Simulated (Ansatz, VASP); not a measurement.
Two plane-wave programs on CdTe

```
CELL_PARAMETERS angstrom
0.00000 3.27996 3.27996
3.41115 0.00000 3.27996
3.41115 3.27996 0.00000
ATOMIC_POSITIONS crystal
Cd 0.00000 0.00000 0.00000
Te 0.25000 0.25000 0.25000
```

Change from the starting cell: uniaxial_x strain +4.0%.

Alike in both runs: task single point; functional PBE; k mesh 6 × 6 × 6; occupations fermi-dirac, width 0.02 eV; no spin polarisation.

```csv
,VASP,Ansatz
version,VASP 6.6.1,Ansatz 0.2.0
potentials or method,"VASP PAW PBE potentials, release 64 (Cd, Te)","plane waves, PAW"
plane-wave cutoff (eV),520,420
valence electrons in the cell,18,36
```

Ansatz gave:

| Property | Result |
| --- | --- |
| pressure (GPa) | -0.4 |
| traceless stress, the component that is largest in VASP (GPa) | -0.47 |

Task: What did VASP give for the same quantities?

Result: Pressure (GPa): -0.3; traceless stress, the component that is largest in VASP (GPa): -0.47.

VASP's potentials hold 18 valence electrons a cell and Ansatz's 36, so a difference there can come from the potentials and not from the codes.

Spin-orbit coupling is off throughout.
